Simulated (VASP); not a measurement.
**Pd: single point with r2SCAN**

Pd:

```
Pd
1.0
     1.55278   -4.92573    0.00000
     1.55278    4.92573    0.00000
     0.00000    0.00000    4.10947
Pd
4
Direct
  0.09800 0.90200 0.91000
  0.59800 0.40200 0.59000
  0.90200 0.09800 0.09000
  0.40200 0.59800 0.41000
```

```json
{"Program": "VASP 6.6.1", "Task": "single point", "Functional": "r2SCAN", "Potentials or basis": "VASP PAW PBE potentials, release 64 (Pd)", "Cutoff": "520 eV", "k mesh": "6 × 6 × 4", "Occupations": "gaussian, width 0.1 eV", "Spin": "no spin polarisation"}
```

| Item | Value |
| --- | --- |
| Pressure | 109.9 GPa |
| Largest force | 15.638 eV/Å |
| Band gap on the k mesh | zero (bands 20 and 21 overlap by 0.92 eV) |

Forces in eV/Å, atoms in the order of the input:
```
Pd    0.000  -9.923  12.087
Pd    0.000  -9.923 -12.087
Pd    0.000   9.923 -12.087
Pd    0.000   9.923  12.087
```

Stress tensor (GPa, compression positive):
```
138.58   0.00   0.00
  0.00  82.98   0.00
  0.00   0.00 108.27
```

Levels at points of the mesh, in eV from the Fermi level:
```
           k point  band 17  band 18  band 19  band 20  band 21  band 22  band 23  band 24
(0.00, 0.00, 0.00)    -0.78    -0.74     0.16     0.40     0.68     1.01     2.95     5.16
(0.50, 0.00, 0.00)    -1.22    -1.22    -0.40    -0.40     0.15     0.15     4.00     4.00
(0.50, 0.50, 0.00)    -0.99    -0.70    -0.46     0.53     0.56     1.00     6.57     7.01
(0.00, 0.00, 0.50)    -1.58    -1.58    -0.19    -0.19    -0.15    -0.15     3.97     3.97
(0.50, 0.00, 0.50)    -0.62    -0.62    -0.15    -0.15     0.97     0.97     4.21     4.21
(0.50, 0.50, 0.50)    -1.33    -1.33    -0.28    -0.28    -0.24    -0.24     0.63     0.63
```

It took 4.9 min on 1 thread of Intel(R) Xeon(R) Platinum 8259CL CPU @ 2.50GHz (Skylake/Cascade Lake), with other jobs on the host, peak memory 0.25 GiB.

Caveat: the k points lie up to 0.38 Å⁻¹ apart, too coarse for converged energies and pressures of a metal; the PAW data sets were made with another functional, which shifts forces and pressure a little.
